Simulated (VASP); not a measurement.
# Ge (P6_3/mmc) in VASP: a series of runs

The runs below take Ge through single point, with PBEsol, LDA.

All numbers are computed with VASP 6.6.1; they aren't measurements. Logs are shortened: lines on timing, memory, paths and dates and some standing lists are left out, and cuts for length are marked.

## Step 1: The cell of the first run

Symmetry: P6_3/mmc, No. 194, hexagonal system. Conventional cell: a = 4.050 Å, b = 4.050 Å, c = 6.686 Å, α = 90.00°, β = 90.00°, γ = 120.00°. Ge (site symmetry 3m) has 4 Ge at 2.49 to 2.50 Å within 3.3 Å.

This isn't the form of Ge at room conditions, which is diamond.

## Step 2: Single point, PBEsol (23.75 Å³/atom)

File INCAR:

```
SYSTEM = Ge
PREC     = Accurate       ! precision mode
ENCUT    = 520            ! plane-wave cutoff, eV
EDIFF    = 1E-6           ! SCF threshold, eV
ISMEAR   = -1             ! smearing method
SIGMA    = 0.05           ! smearing width, eV
LREAL    = .False.        ! projectors in reciprocal space
LASPH    = .True.         ! aspherical terms in the spheres
NELM     = 60             ! most SCF steps
ALGO     = Normal         ! electronic algorithm
ISIF     = 2              ! what is computed and relaxed
LWAVE    = .False.        ! write WAVECAR
LCHARG   = .True.         ! write CHGCAR
GGA      = PS             ! functional
LELF     = .True.         ! ELF
LVHAR    = .True.       
NBANDS   = 36             ! bands
```

File KPOINTS:

```
Automatic mesh
0
Gamma
  8 8 4
  0 0 0
```

File POSCAR:

```
Ge
1.0
    4.0501916895      0.0000000000      0.0000000000
   -2.0250958448      3.5075688934      0.0000000000
    0.0000000000      0.0000000000      6.6862218294
Ge
4
Direct
    0.3333333333      0.6666666667      0.9370987500
    0.6666666667      0.3333333333      0.4370987500
    0.3333333333      0.6666666667      0.5629012500
    0.6666666667      0.3333333333      0.0629012500
```

Potentials or basis: VASP PAW PBE potentials, release 64 (Ge_d).

Started as:

```console
$ cat potpaw_PBE.64/Ge_d/POTCAR > POTCAR
$ mpirun -np 1 vasp_std > vasp.out
```

OUTCAR:

```text
SYSTEM = Ge
   PREC = Accurate
   ENCUT = 520
   EDIFF = 1E-6
   ISMEAR = -1
   LREAL = .False.
   LASPH = .True.
   NELM = 60
   ISIF = 2
   GGA = PS

 ion  position               nearest neighbor table
   1  0.333  0.667  0.937-   4 2.49   4 2.49   4 2.49   3 2.50
   2  0.667  0.333  0.437-   3 2.49   3 2.49   3 2.49   4 2.50
   3  0.333  0.667  0.563-   2 2.49   2 2.49   2 2.49   1 2.50
   4  0.667  0.333  0.063-   1 2.49   1 2.49   1 2.49   2 2.50

  LATTYP: Found a hexagonal cell.
 ALAT       =     4.0501916895
 C/A-ratio  =     1.6508408347

  Lattice vectors:

 A1 = (   4.0501916895,   0.0000000000,   0.0000000000)
 A2 = (  -2.0250958448,   3.5075688934,   0.0000000000)
 A3 = (   0.0000000000,   0.0000000000,   6.6862218294)

Analysis of symmetry for initial positions (statically):
=====================================================================
 Subroutine PRICEL returns:
 Original cell was already a primitive cell.

 Routine SETGRP: Setting up the symmetry group for a
 hexagonal supercell.

 Subroutine GETGRP returns: Found 24 space group operations
 (whereof 12 operations were pure point group operations)
 out of a pool of 24 trial point group operations.

The static configuration has the point symmetry D_3d.
 The point group associated with its full space group is D_6h.

Analysis of symmetry for dynamics (positions and initial velocities):
=====================================================================
 Subroutine PRICEL returns:
 Original cell was already a primitive cell.

 Routine SETGRP: Setting up the symmetry group for a
 hexagonal supercell.

 Subroutine GETGRP returns: Found 24 space group operations
 (whereof 12 operations were pure point group operations)
 out of a pool of 24 trial point group operations.

The dynamic configuration has the point symmetry D_3d.
 The point group associated with its full space group is D_6h.

 Subroutine INISYM returns: Found 24 space group operations
 (whereof 12 operations are pure point group operations),
 and found     1 'primitive' translations

----------------------------------------------------------------------------------------

                                     Primitive cell

  volume of cell :      94.9866

  direct lattice vectors                    reciprocal lattice vectors
     4.050191690  0.000000000  0.000000000     0.246901894  0.142548875  0.000000000
    -2.025095845  3.507568893  0.000000000     0.000000000  0.285097750  0.000000000
     0.000000000  0.000000000  6.686221829     0.000000000  0.000000000  0.149561296

  length of vectors
     4.050191690  4.050191690  6.686221829     0.285097750  0.285097750  0.149561296

  position of ions in fractional coordinates (direct lattice)
     0.333333333  0.666666667  0.937098750
     0.666666667  0.333333333  0.437098750
     0.333333333  0.666666667  0.562901250
     0.666666667  0.333333333  0.062901250

  ion indices of the primitive-cell ions
   primitive index   ion index
                 1           1
                 2           2
                 3           3
                 4           4

----------------------------------------------------------------------------------------

 KPOINTS: Automatic mesh

Automatic generation of k-mesh.
 Grid dimensions read from file:
 generate k-points for:    8    8    4

 Generating k-lattice:

  Cartesian coordinates                     Fractional coordinates (reciprocal lattice)
     0.030862737  0.017818609  0.000000000     0.125000000  0.000000000  0.000000000
     0.000000000  0.035637219  0.000000000     0.000000000  0.125000000  0.000000000
     0.000000000  0.000000000  0.037390324     0.000000000  0.000000000  0.250000000

  Length of vectors
     0.035637219  0.035637219  0.037390324

  Shift w.r.t. Gamma in fractional coordinates (k-lattice)
     0.000000000  0.000000000  0.000000000

 Subroutine IBZKPT returns following result:
 ===========================================

 Found     30 irreducible k-points:

 Following reciprocal coordinates:
            Coordinates               Weight
  0.000000  0.000000  0.000000      1.000000
  0.125000  0.000000  0.000000      6.000000
  0.250000  0.000000  0.000000      6.000000
  0.375000  0.000000  0.000000      6.000000
  0.500000  0.000000  0.000000      3.000000
  0.125000  0.125000  0.000000      6.000000
[... 16 lines left out ...]
  0.250000  0.000000  0.500000      6.000000
  0.375000  0.000000  0.500000      6.000000
 [... further k-points ...]
   k-points           NKPTS =     30   k-points in BZ     NKDIM =     30   number of bands    NBANDS=     36
   number of dos      NEDOS =    301   number of ions     NIONS =      4
   total plane-waves  NPLWV =  45000
   dimension x,y,z NGX =    30 NGY =   30 NGZ =   50
   dimension x,y,z NGXF=    60 NGYF=   60 NGZF=  100
   ions per type =               4
   NGX,Y,Z   is equivalent  to a cutoff of  12.31, 12.31, 12.43 a.u.
   NGXF,Y,Z  is equivalent  to a cutoff of  24.63, 24.63, 24.86 a.u.
 SYSTEM =  Ge
   PREC   = accura    normal or accurate (medium, high low for compatibility)
   ISTART =      0    job   : 0-new  1-cont  2-samecut
   ICHARG =      2    charge: 1-file 2-atom 10-const
   ISPIN  =      1    spin polarized calculation?
   LNONCOLLINEAR =      F non collinear calculations
   LSORBIT =      F    spin-orbit coupling
   LASPH  =      T    aspherical Exc in radial PAW
   ENCUT  =  520.0 eV  38.22 Ry    6.18 a.u.   7.53  7.53 12.43*2*pi/ulx,y,z
   NELM   =     60;   NELMIN=  2; NELMDL= -5     # of ELM steps
   EDIFF  = 0.1E-05   stopping-criterion for ELM
   LREAL  =      F    real-space projection
   EDIFFG = 0.1E-04   stopping-criterion for IOM
   NSW    =      0    number of steps for IOM
   IBRION =     -1    ionic relax: 0-MD 1-quasi-New 2-CG
   NFREE  =      0    steps in history (QN), initial steepest desc. (CG)
   ISIF   =      2    stress and relaxation
   ISYM   =      2    0-nonsym 1-usesym 2-fastsym
   POTIM  = 0.5000    time-step for ionic-motion
   TEBEG  =    0.0;   TEEND  =   0.0 temperature during run
   PSTRESS=    0.0 pullay stress
   NELECT =      56.0000    total number of electrons
   NUPDOWN=      -1.0000    fix difference up-down
   EMIN   =  10.00;   EMAX   =-10.00  energy-range for DOS
   EFERMI =   0.00;   METHOD = LEGACY
   ISMEAR =    -1;   SIGMA  =   0.05  broadening in eV -4-tet -1-fermi 0-gaus
   EFERMI_NEDOS =   21; number of points for ismear=-14 and -15
   IALGO  =     38    algorithm
   IMIX   =      4    mixing-type and parameters
     AMIX     =   0.40;   BMIX     =  1.00
     AMIX_MAG =   1.60;   BMIX_MAG =  1.00
  volume/ion in A,a.u.               =      23.75       160.25
  Fermi-wavevector in a.u.,A,eV,Ry     =   1.372724  2.594073 25.638437  1.884372
  Thomas-Fermi vector in A             =   2.498306
   LORBIT       =      0    0 simple, 1 ext, 2 COOP (PROOUT), +10 PAW based schemes
   GGA     = PS    functional components
   LHFCALC =     F    Hartree Fock is set to
   AEXX    =    0.0000 exact exchange contribution
   IVDW    =     0    specifies the selected vdW correction
   LEPSILON=     F    determine dielectric tensor
   LRPA    =     F    only Hartree local field effects (RPA)
 non-spin polarized calculation
  energy-cutoff  :      520.00
  volume of cell :       94.99
 maximum number of plane-waves:      2577
   NGX = 15   NGY = 15   NGZ = 25

 number of electron      55.9999996 magnetization

 Free energy of the ion-electron system (eV)
  ---------------------------------------------------
  ext. energy  EPLUGINS =         0.00000000
  ---------------------------------------------------
  free energy    TOTEN  =       -19.64808400 eV

  energy without entropy =      -19.64641371  energy(sigma->0) =      -19.64724885

 E-fermi :   4.3875     XC(G=0):  -9.8980

 val. band max:        4.3079196081   @ k =   0.0000   0.0000   0.0000
 cond. band min:       4.4198425693   @ k =   0.0000   0.0000   0.2500
 fundamental gap:      0.1119229612
 Fermi energy:         4.3874995019

 k-point     1 :       0.0000    0.0000    0.0000
  band No.  band energies     occupation
      1     -20.3270      2.00000
      2     -20.3270      2.00000
      3     -20.2926      2.00000
      4     -20.2926      2.00000
      5     -20.2923      2.00000
      6     -20.2801      2.00000
[... 28 lines left out ...]
     35       8.9147      0.00000
     36      10.3342      0.00000

 k-point     2 :       0.1250    0.0000    0.0000
  band No.  band energies     occupation
      1     -20.3349      2.00000
      2     -20.3296      2.00000
      3     -20.3002      2.00000
      4     -20.2973      2.00000
      5     -20.2923      2.00000
      6     -20.2705      2.00000
[... 28 lines left out ...]
     35       9.5511      0.00000
     36      10.5587      0.00000

 k-point     3 :       0.2500    0.0000    0.0000
  band No.  band energies     occupation
      1     -20.3433      2.00000
      2     -20.3336      2.00000
      3     -20.3126      2.00000
      4     -20.3051      2.00000
      5     -20.2881      2.00000
      6     -20.2599      2.00000
[... 28 lines left out ...]
     35      10.5568      0.00000
     36      11.0344      0.00000
[... 742 lines left out ...]
 k-point    23 :       0.2500    0.0000    0.5000
  band No.  band energies     occupation
      1     -20.3219      2.00000
      2     -20.3219      2.00000
      3     -20.3212      2.00000
      4     -20.3212      2.00000
      5     -20.2799      2.00000
      6     -20.2799      2.00000
[... 28 lines left out ...]
     35       9.9245      0.00000
     36       9.9245      0.00000

 k-point    24 :       0.3750    0.0000    0.5000
  band No.  band energies     occupation
      1     -20.3241      2.00000
      2     -20.3241      2.00000
      3     -20.3219      2.00000
      4     -20.3219      2.00000
      5     -20.2750      2.00000
      6     -20.2750      2.00000
[... 28 lines left out ...]
     35      11.6393      0.00000
     36      11.6393      0.00000

 [... further k-points ...]

------------------------ aborting loop because EDIFF is reached ----------------------------------------

  FORCE on cell =-STRESS in cart. coord.  units (eV):
  Direction    XX          YY          ZZ          XY          YZ          ZX
  --------------------------------------------------------------------------------------
  -------------------------------------------------------------------------------------
  Total       -1.4302438     -1.4302438     -1.6249835      0.0000000     -0.0000000      0.0000000
  in kB      -24.1244864    -24.1244864    -27.4092388      0.0000000     -0.0000000      0.0000000
  external PRESSURE =     -25.2194039 kB  Pullay stress =       0.0000000 kB

 VOLUME and BASIS-vectors are now :
 -----------------------------------------------------------------------------
  energy-cutoff  :      520.00
  volume of cell :       94.99
      direct lattice vectors                 reciprocal lattice vectors
     4.050191690  0.000000000  0.000000000     0.246901894  0.142548875  0.000000000
    -2.025095845  3.507568893  0.000000000     0.000000000  0.285097750  0.000000000
     0.000000000  0.000000000  6.686221829     0.000000000  0.000000000  0.149561296

 POSITION                                       TOTAL-FORCE (eV/Angst)
 -----------------------------------------------------------------------------------
     -0.00000      2.33838      6.26565        -0.000000     -0.000000      0.009454
      2.02510      1.16919      2.92254        -0.000000      0.000000      0.009454
     -0.00000      2.33838      3.76368        -0.000000     -0.000000     -0.009454
      2.02510      1.16919      0.42057         0.000000      0.000000     -0.009454
 -----------------------------------------------------------------------------------
    total drift:                               -0.000000      0.000000     -0.000000

  FREE ENERGIE OF THE ION-ELECTRON SYSTEM (eV)
  ---------------------------------------------------
  free  energy   TOTEN  =       -19.6480839974 eV

  energy  without entropy=      -19.6464137072  energy(sigma->0) =      -19.64724885
```

Wall time 2.8 min (1 thread of Intel Xeon 8259CL, shared host); peak memory 0.24 GiB.

What came out:

```yaml
Free_energy: -19.6481 eV
Pressure: -2.5 GPa
Largest_force: 0.009 eV/Å
Band_gap_on_the_k_mesh: 0.11 eV (least direct gap 0.19 eV)
```

Forces on the atoms (eV/Å):
```
Ge   0.000  0.000  0.009
Ge   0.000  0.000  0.009
Ge   0.000  0.000 -0.009
Ge   0.000  0.000 -0.009
```

Caveat: the PAW data sets were made with another functional, which shifts forces and pressure a little.

(Continued in part 2 of 2.)
